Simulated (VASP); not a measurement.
Here is a VASP 6.6.1 calculation.

File INCAR:

```
PREC = Accurate ; ENCUT = 520
EDIFF = 1E-6 ; ISMEAR = 0
SIGMA = 0.05 ; LREAL = False
LASPH = True ; NELM = 100
ALGO = Normal ; ISIF = 2
LWAVE = False ; LCHARG = True
GGA = PE ; LELF = True
LVHAR = True ; NBANDS = 16
```

File KPOINTS:

```
regular mesh
0
Gamma
  8 8 8
```

Contents of POSCAR:

```
InP
1.0
    0.0000000000      2.4909250000      2.9305000000
    2.4909250000      0.0000000000      2.9305000000
    2.4909250000      2.4909250000      0.0000000000
In P
1 1
Direct
    0.0000000000      0.0000000000      0.0000000000
    0.7500000000      0.7500000000      0.7500000000
```

Potentials or basis: VASP PAW PBE potentials, release 64 (In_d, P).

Launch:

```bash
$ cat potpaw_PBE.64/In_d/POTCAR potpaw_PBE.64/P/POTCAR > POTCAR
$ mpirun -np 1 vasp_std > vasp.out
```

(1) Estimate the band gap on the k mesh.

(2) Estimate the pressure.

Answers

(1) 0.27 eV, indirect (least direct gap 1.84 eV).

(2) 49.5 GPa.

Caveat: the cell differs from its parent crystal (strain -0.1500 x Voigt [1, 1, 0, 0, 0, 0]); spin-orbit coupling is left out, which moves the levels of the heavy elements.
